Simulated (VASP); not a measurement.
# Si2Ni (Fmmm) in VASP: notebook

The runs below take Si2Ni through single point, with PBE.

All numbers are computed with VASP 6.6.1; they aren't measurements. Logs are shortened: lines on timing, memory, paths and dates and some standing lists are left out, and cuts for length are marked.

### 1 The cell of the first run

The structure is orthorhombic, space group Fmmm (No. 69). The conventional cell has a = 5.352 Å, b = 5.447 Å, c = 5.542 Å, α = 90.00°, β = 90.00°, γ = 90.00°. Within 3.1 Å of Si (site symmetry 222) lie 4 Ni at 2.36 Å and 6 Si at 2.68 to 2.77 Å. Within 3.1 Å of Ni (site symmetry mmm) lie 8 Si at 2.36 Å.

### 2 Single point, PBE (strain +0.0175 x Voigt [1, -1, 0, 0, 0, 0])

File INCAR:

```
SYSTEM = Si2Ni
ALGO = Normal
EDIFF = 1E-6
ENCUT = 520
GGA = PE
ISIF = 2
ISMEAR = 0
LASPH = .True.
LCHARG = .False.
LREAL = .False.
LWAVE = .False.
NBANDS = 16
NELM = 80
PREC = Accurate
SIGMA = 0.15
```

File KPOINTS:

```
k-points
0
Gamma
  16 16 16
  0 0 0
```

File POSCAR:

```
Si2Ni
1.0
    0.0000000000      2.6757531746      2.7234129004
    2.7710726262      0.0000000000      2.7234129004
    2.7710726262      2.6757531746      0.0000000000
Si Ni
2 1
Direct
    0.2500000000      0.2500000000      0.2500000000
    0.7500000000      0.7500000000      0.7500000000
    0.0000000000      0.0000000000      0.0000000000
```

Potentials or basis: VASP PAW PBE potentials, release 64 (Si, Ni).

Launch:

```sh
cat potpaw_PBE.64/Si/POTCAR potpaw_PBE.64/Ni/POTCAR > POTCAR
mpirun -np 1 vasp_std > vasp.out
```

OUTCAR:

```text
SYSTEM = Si2Ni
   EDIFF = 1E-6
   ENCUT = 520
   GGA = PE
   ISIF = 2
   ISMEAR = 0
   LASPH = .True.
   LREAL = .False.
   NELM = 80
   PREC = Accurate

 ion  position               nearest neighbor table
   1  0.250  0.250  0.250-   3 2.36   3 2.36   3 2.36   3 2.36   2 2.68   2 2.68   2 2.72   2 2.72
                             2 2.77   2 2.77
   2  0.750  0.750  0.750-   3 2.36   3 2.36   3 2.36   3 2.36   1 2.68   1 2.68   1 2.72   1 2.72
                             1 2.77   1 2.77
   3  0.000  0.000  0.000-   2 2.36   2 2.36   2 2.36   1 2.36   2 2.36   1 2.36   1 2.36   1 2.36

  LATTYP: Found a face centered orthorhombic cell.
 ALAT       =     5.3515063492
 B/A-ratio  =     1.0178117049
 C/A-ratio  =     1.0356234097

  Lattice vectors:

 A1 = (  -2.7710726262,   0.0000000000,  -2.7234129004)
 A2 = (  -2.7710726262,   2.6757531746,   0.0000000000)
 A3 = (   0.0000000000,   2.6757531746,  -2.7234129004)

Analysis of symmetry for initial positions (statically):
=====================================================================
 Subroutine PRICEL returns:
 Original cell was already a primitive cell.

 Routine SETGRP: Setting up the symmetry group for a
 face centered orthorhombic supercell.

 Subroutine GETGRP returns: Found  8 space group operations
 (whereof  8 operations were pure point group operations)
 out of a pool of  8 trial point group operations.

The static configuration has the point symmetry D_2h.

Analysis of symmetry for dynamics (positions and initial velocities):
=====================================================================
 Subroutine PRICEL returns:
 Original cell was already a primitive cell.

 Routine SETGRP: Setting up the symmetry group for a
 face centered orthorhombic supercell.

 Subroutine GETGRP returns: Found  8 space group operations
 (whereof  8 operations were pure point group operations)
 out of a pool of  8 trial point group operations.

The dynamic configuration has the point symmetry D_2h.

 Subroutine INISYM returns: Found  8 space group operations
 (whereof  8 operations are pure point group operations),
 and found     1 'primitive' translations

----------------------------------------------------------------------------------------

                                     Primitive cell

  volume of cell :      40.3866

  direct lattice vectors                    reciprocal lattice vectors
     0.000000000  2.675753175  2.723412900    -0.180435545  0.186863275  0.183593167
     2.771072626  0.000000000  2.723412900     0.180435545 -0.186863275  0.183593167
     2.771072626  2.675753175  0.000000000     0.180435545  0.186863275 -0.183593167

  length of vectors
     3.817935683  3.885334133  3.852077174     0.318090114  0.318090114  0.318090114

  position of ions in fractional coordinates (direct lattice)
     0.250000000  0.250000000  0.250000000
     0.750000000  0.750000000  0.750000000
     0.000000000  0.000000000  0.000000000

  ion indices of the primitive-cell ions
   primitive index   ion index
                 1           1
                 2           2
                 3           3

----------------------------------------------------------------------------------------

 KPOINTS: k-points

Automatic generation of k-mesh.
 Grid dimensions read from file:
 generate k-points for:   16   16   16

 Generating k-lattice:

  Cartesian coordinates                     Fractional coordinates (reciprocal lattice)
    -0.011277222  0.011678955  0.011474573     0.062500000  0.000000000  0.000000000
     0.011277222 -0.011678955  0.011474573     0.000000000  0.062500000  0.000000000
     0.011277222  0.011678955 -0.011474573     0.000000000  0.000000000  0.062500000

  Length of vectors
     0.019880632  0.019880632  0.019880632

  Shift w.r.t. Gamma in fractional coordinates (k-lattice)
     0.000000000  0.000000000  0.000000000

 Subroutine IBZKPT returns following result:
 ===========================================

 Found    621 irreducible k-points:

 Following reciprocal coordinates:
            Coordinates               Weight
  0.000000  0.000000  0.000000      1.000000
  0.062500  0.000000  0.000000      8.000000
  0.125000  0.000000  0.000000      8.000000
  0.187500  0.000000  0.000000      8.000000
  0.250000  0.000000  0.000000      8.000000
  0.312500 -0.000000  0.000000      8.000000
[... 16 lines left out ...]
 -0.125000  0.062500  0.000000      8.000000
 -0.062500  0.062500  0.000000      4.000000
 [... further k-points ...]
   k-points           NKPTS =    621   k-points in BZ     NKDIM =    621   number of bands    NBANDS=     16
   number of dos      NEDOS =    301   number of ions     NIONS =      3
   total plane-waves  NPLWV =  25200
   dimension x,y,z NGX =    28 NGY =   30 NGZ =   30
   dimension x,y,z NGXF=    56 NGYF=   60 NGZF=   60
   ions per type =               2   1
   NGX,Y,Z   is equivalent  to a cutoff of  12.19, 12.84, 12.95 a.u.
   NGXF,Y,Z  is equivalent  to a cutoff of  24.38, 25.67, 25.89 a.u.
 SYSTEM =  Si2Ni
   PREC   = accura    normal or accurate (medium, high low for compatibility)
   ISTART =      0    job   : 0-new  1-cont  2-samecut
   ICHARG =      2    charge: 1-file 2-atom 10-const
   ISPIN  =      1    spin polarized calculation?
   LNONCOLLINEAR =      F non collinear calculations
   LSORBIT =      F    spin-orbit coupling
   LASPH  =      T    aspherical Exc in radial PAW
   ENCUT  =  520.0 eV  38.22 Ry    6.18 a.u.   7.10  7.22  7.16*2*pi/ulx,y,z
   NELM   =     80;   NELMIN=  2; NELMDL= -5     # of ELM steps
   EDIFF  = 0.1E-05   stopping-criterion for ELM
   LREAL  =      F    real-space projection
   EDIFFG = 0.1E-04   stopping-criterion for IOM
   NSW    =      0    number of steps for IOM
   IBRION =     -1    ionic relax: 0-MD 1-quasi-New 2-CG
   NFREE  =      0    steps in history (QN), initial steepest desc. (CG)
   ISIF   =      2    stress and relaxation
   ISYM   =      2    0-nonsym 1-usesym 2-fastsym
   POTIM  = 0.5000    time-step for ionic-motion
   TEBEG  =    0.0;   TEEND  =   0.0 temperature during run
   PSTRESS=    0.0 pullay stress
   NELECT =      18.0000    total number of electrons
   NUPDOWN=      -1.0000    fix difference up-down
   EMIN   =  10.00;   EMAX   =-10.00  energy-range for DOS
   EFERMI =   0.00;   METHOD = LEGACY
   ISMEAR =     0;   SIGMA  =   0.15  broadening in eV -4-tet -1-fermi 0-gaus
   EFERMI_NEDOS =   21; number of points for ismear=-14 and -15
   IALGO  =     38    algorithm
   IMIX   =      4    mixing-type and parameters
     AMIX     =   0.40;   BMIX     =  1.00
     AMIX_MAG =   1.60;   BMIX_MAG =  1.00
  volume/ion in A,a.u.               =      13.46        90.85
  Fermi-wavevector in a.u.,A,eV,Ry     =   1.250508  2.363118 21.276390  1.563771
  Thomas-Fermi vector in A             =   2.384499
   LORBIT       =      0    0 simple, 1 ext, 2 COOP (PROOUT), +10 PAW based schemes
   GGA     = PE    functional components
   LHFCALC =     F    Hartree Fock is set to
   AEXX    =    0.0000 exact exchange contribution
   IVDW    =     0    specifies the selected vdW correction
   LEPSILON=     F    determine dielectric tensor
   LRPA    =     F    only Hartree local field effects (RPA)
 non-spin polarized calculation
 Gauss-broadening in eV      SIGMA  =   0.15
  energy-cutoff  :      520.00
  volume of cell :       40.39
 maximum number of plane-waves:      1110
   NGX = 15   NGY = 15   NGZ = 15

 number of electron      18.0000002 magnetization

 Free energy of the ion-electron system (eV)
  ---------------------------------------------------
  ext. energy  EPLUGINS =         0.00000000
  ---------------------------------------------------
  free energy    TOTEN  =       -17.37008616 eV

  energy without entropy =      -17.35989189  energy(sigma->0) =      -17.36498903

 E-fermi :  10.0922     XC(G=0): -11.4851

 val. band max:       10.0917547449   @ k =  -0.1250   0.3125   0.3125
 cond. band min:      10.0954517981   @ k =  -0.1250   0.0625   0.1875
 fundamental gap:      0.0036970532
 Fermi energy:        10.0921576905

 k-point     1 :       0.0000    0.0000    0.0000
  band No.  band energies     occupation
      1      -3.5189      2.00000
      2       5.0095      2.00000
      3       5.0730      2.00000
      4       5.1308      2.00000
      5       6.6948      2.00000
      6       6.7792      2.00000
[... 8 lines left out ...]
     15      14.7979      0.00000
     16      15.3843      0.00000

 k-point     2 :       0.0625    0.0000    0.0000
  band No.  band energies     occupation
      1      -3.4619      2.00000
      2       4.9280      2.00000
      3       5.0666      2.00000
      4       5.1312      2.00000
      5       6.6841      2.00000
      6       6.7681      2.00000
[... 8 lines left out ...]
     15      14.6025      0.00000
     16      15.1232      0.00000

 k-point     3 :       0.1250    0.0000    0.0000
  band No.  band energies     occupation
      1      -3.2914      2.00000
      2       4.5854      2.00000
      3       5.1164      2.00000
      4       5.1746      2.00000
      5       6.6575      2.00000
      6       6.7394      2.00000
[... 8 lines left out ...]
     15      14.4443      0.00000
     16      14.7688      0.00000

 k-point     4 :       0.1875    0.0000    0.0000
  band No.  band energies     occupation
      1      -3.0091      2.00000
      2       4.0412      2.00000
      3       5.2008      2.00000
      4       5.2442      2.00000
      5       6.6309      2.00000
      6       6.7071      2.00000
[... 8 lines left out ...]
     15      14.7948      0.00000
     16      15.3471      0.00000
[... 324 lines left out ...]
 k-point    22 :      -0.1875    0.0625    0.0000
  band No.  band energies     occupation
      1      -2.8406      2.00000
      2       3.8052      2.00000
      3       5.1521      2.00000
      4       5.3250      2.00000
      5       6.5571      2.00000
      6       6.7445      2.00000
[... 8 lines left out ...]
     15      15.0634      0.00000
     16      16.3174      0.00000

 k-point    23 :      -0.1250    0.0625    0.0000
  band No.  band energies     occupation
      1      -3.1592      2.00000
      2       4.3757      2.00000
      3       5.1012      2.00000
      4       5.2255      2.00000
      5       6.6057      2.00000
      6       6.7498      2.00000
[... 8 lines left out ...]
     15      14.6398      0.00000
     16      15.4099      0.00000

 k-point    24 :      -0.0625    0.0625    0.0000
  band No.  band energies     occupation
      1      -3.3670      2.00000
      2       4.7585      2.00000
      3       5.0802      2.00000
      4       5.1492      2.00000
      5       6.6564      2.00000
      6       6.7610      2.00000
[... 8 lines left out ...]
     15      14.5649      0.00000
     16      15.0252      0.00000

 [... further k-points ...]

------------------------ aborting loop because EDIFF is reached ----------------------------------------

  FORCE on cell =-STRESS in cart. coord.  units (eV):
  Direction    XX          YY          ZZ          XY          YZ          ZX
  --------------------------------------------------------------------------------------
  -------------------------------------------------------------------------------------
  Total       -0.2616352      0.1769247     -0.0475148      0.0000000      0.0000000      0.0000000
  in kB      -10.3793313      7.0187787     -1.8849595      0.0000000      0.0000000      0.0000000
  external PRESSURE =      -1.7485040 kB  Pullay stress =       0.0000000 kB

 VOLUME and BASIS-vectors are now :
 -----------------------------------------------------------------------------
  energy-cutoff  :      520.00
  volume of cell :       40.39
      direct lattice vectors                 reciprocal lattice vectors
     0.000000000  2.675753175  2.723412900    -0.180435545  0.186863275  0.183593167
     2.771072626  0.000000000  2.723412900     0.180435545 -0.186863275  0.183593167
     2.771072626  2.675753175  0.000000000     0.180435545  0.186863275 -0.183593167

 POSITION                                       TOTAL-FORCE (eV/Angst)
 -----------------------------------------------------------------------------------
      1.38554      1.33788      1.36171        -0.000000     -0.000000     -0.000000
      4.15661      4.01363      4.08512         0.000000      0.000000      0.000000
      0.00000      0.00000      0.00000         0.000000      0.000000      0.000000
 -----------------------------------------------------------------------------------
    total drift:                               -0.000000     -0.000000      0.000000

  FREE ENERGIE OF THE ION-ELECTRON SYSTEM (eV)
  ---------------------------------------------------
  free  energy   TOTEN  =       -17.3700861618 eV

  energy  without entropy=      -17.3598918897  energy(sigma->0) =      -17.36498903
```

Run time: 2.5 min. Hardware: 1 thread of Intel Xeon 6975P-C (Granite Rapids), shared host; peak memory 0.48 GiB.

What came out:

```yaml
Free_energy: -17.3701 eV
Pressure: -0.2 GPa
Band_gap_on_the_k_mesh: zero (bands 9 and 10 overlap by 2.24 eV)
```

Caveat: the cell differs from its parent crystal (strain +0.0175 x Voigt [1, -1, 0, 0, 0, 0]).

### 3 Single point, PBE (strain +0.0125 x Voigt [1, -1, 0, 0, 0, 0])

File INCAR:

```
ALGO = Normal ; EDIFF = 1E-7
ENCUT = 520 ; GGA = PE
ISIF = 2 ; ISMEAR = 0
LASPH = True ; LCHARG = False
LREAL = False ; LWAVE = False
NBANDS = 16 ; NELM = 80
PREC = Accurate ; SIGMA = 0.15
```

File KPOINTS:

```
k-points
0
Gamma
  16 16 16
```

File POSCAR:

```
Si2Ni
1.0
    0.0000000000      2.6893702391      2.7234129004
    2.7574555617      0.0000000000      2.7234129004
    2.7574555617      2.6893702391      0.0000000000
Si Ni
2 1
Direct
    0.2500000000      0.2500000000      0.2500000000
    0.7500000000      0.7500000000      0.7500000000
    0.0000000000      0.0000000000      0.0000000000
```

Potentials or basis: VASP PAW PBE potentials, release 64 (Si, Ni).

Launch:

```sh
cat potpaw_PBE.64/Si/POTCAR potpaw_PBE.64/Ni/POTCAR > POTCAR
mpirun -np 1 vasp_std > vasp.out
```

Wall time 2.7 min (1 thread of Intel Xeon 6975P-C (Granite Rapids), shared host); peak memory 0.48 GiB.

It converged, with:

| Item | Value |
| --- | --- |
| Free energy | -17.3719 eV |
| Pressure | -0.1 GPa |
| Band gap on the k mesh | zero (bands 9 and 10 overlap by 2.21 eV) |

Stress tensor (GPa, compression positive):
```
-0.69  0.00  0.00
 0.00  0.51  0.00
 0.00  0.00 -0.10
```

Levels at points of the mesh, in eV from the Fermi level:
| k point | band 7 | band 8 | band 9 | band 10 | band 11 | band 12 |
| --- | --- | --- | --- | --- | --- | --- |
| (0.00, 0.00, 0.00) | -0.44 | 1.54 | 1.70 | 1.86 | 2.21 | 2.35 |
| (0.50, 0.00, 0.00) | -3.17 | -1.44 | -1.28 | 1.77 | 1.80 | 1.84 |
| (0.50, 0.50, 0.00) | -3.41 | -3.29 | -2.96 | -0.42 | 1.50 | 7.75 |
| (0.50, 0.00, 0.50) | -3.42 | -3.25 | -2.97 | -0.50 | 1.42 | 7.80 |
| (0.00, 0.50, 0.50) | -3.44 | -3.33 | -2.96 | -0.34 | 1.56 | 7.74 |

Caveat: the cell differs from its parent crystal (strain +0.0125 x Voigt [1, -1, 0, 0, 0, 0]).
